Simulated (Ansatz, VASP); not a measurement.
## Ga4As3P in VASP and in Ansatz

```xyz
8
Lattice="4.0309 0.0000 0.0000 0.0000 4.0173 5.6547 0.0000 -4.0173 5.6547" Properties=species:S:1:pos:R:3 pbc="T T T"
Ga    0.0000    2.0495    2.8516
Ga    2.0155    0.0000   -0.0514
Ga    2.0155    0.0000    5.6566
Ga    0.0000   -2.0495    2.8516
P     0.0000    0.0000    9.8958
As    2.0155   -2.0094    7.0697
As    0.0000    0.0000    4.2395
As    2.0155    2.0094    7.0697
```

Alike in both runs: functional PBE; k mesh 4 × 4 × 4; occupations gaussian, width 0.1 eV; no spin polarisation.

Ansatz relaxed the structure, and its values are those at the end. VASP's run is a single point on that final structure, the one shown.

|  | VASP | Ansatz |
| --- | --- | --- |
| version | VASP 6.6.1 | Ansatz 0.2.0 |
| potentials or method | VASP PAW PBE potentials, release 64 (Ga_d, P, As), cutoff 520 eV | scalar-relativistic, plane waves, PAW |
| valence electrons in the cell | 72 | 102 |

Ansatz gave:

* gap on the k mesh at the Fermi level (eV): 0.46
* least direct gap on the mesh (eV): 0.46
* pressure (GPa): 0.2
* rms of the force components (eV/Å): 0.011

Problem. What did VASP give for the same quantities?

Solution. gap on the k mesh at the Fermi level (eV): 0.46; least direct gap on the mesh (eV): 0.46; pressure (GPa): 0.4; rms of the force components (eV/Å): 0.014.

The functional is the same, so the differences come from potentials, cutoffs and numerics. VASP's potentials hold 72 valence electrons a cell and Ansatz's 102, so a difference there can come from the potentials and not from the codes.
